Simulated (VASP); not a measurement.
Wanted: the native input for a VASP 6.6.1 run.

```
Task                   : single point
Functional             : PBE
Potentials or basis    : VASP PAW PBE potentials, release 64 (Zn, S)
Cutoff                 : 520 eV
k mesh                 : 9 × 9 × 4
Occupations            : gaussian, width 0.05 eV
Spin                   : no spin polarisation
Dipole correction      : no
Further INCAR settings : ALGO = Normal; EDIFF = 1e-06; NBANDS = 46
```

The structure of ZnS lies in POSCAR:

```
ZnS
1.0
    3.9465151352      0.0000000000      0.0000000000
   -1.9732575676      3.4177823635      0.0000000000
    0.0000000000      0.0000000000     12.9166473715
Zn S
4 4
Direct
    0.0000000000      0.0000000000      0.0000492057
    0.0000000000      0.0000000000      0.5000492057
    0.3333333333      0.6666666667      0.2500242903
    0.6666666667      0.3333333333      0.7500242903
    0.0000000000      0.0000000000      0.1872905901
    0.0000000000      0.0000000000      0.6872905901
    0.3333333333      0.6666666667      0.4376359138
    0.6666666667      0.3333333333      0.9376359138
```

One way to write it, as run:

INCAR

```
PREC     = Accurate       # precision mode
ENCUT    = 520            # plane-wave cutoff, eV
EDIFF    = 1E-6           # SCF threshold, eV
ISMEAR   = 0              # smearing method
SIGMA    = 0.05           # smearing width, eV
LREAL    = False          # projectors in reciprocal space
LASPH    = True           # aspherical terms in the spheres
NELM     = 80             # most SCF steps
ALGO     = Normal         # electronic algorithm
ISIF     = 2              # what is computed and relaxed
LWAVE    = False          # write WAVECAR
LCHARG   = True           # write CHGCAR
GGA      = PE             # functional
LELF     = True           # ELF
LVHAR    = True         
NBANDS   = 46             # bands
```

KPOINTS

```
Automatic mesh
0
Gamma
  9 9 4
```

Potentials or basis: VASP PAW PBE potentials, release 64 (Zn, S).

Launch:

```sh
$ cat potpaw_PBE.64/Zn/POTCAR potpaw_PBE.64/S/POTCAR > POTCAR
$ mpirun -np 1 vasp_std > vasp.out
```

Results of the run:

```json
{
  "Pressure": "-4.4 GPa",
  "Largest force": "0.006 eV/Å",
  "Band gap on the k mesh": "1.72 eV"
}
```

Caveat: the cell stands under tension; an odd mesh through Γ misses points on the zone boundary, where band edges can lie.

Run time: 2.8 min on 1 thread of Intel(R) Xeon(R) 6975P-C (Granite Rapids), with other jobs on the host, peak memory 0.4 GiB.
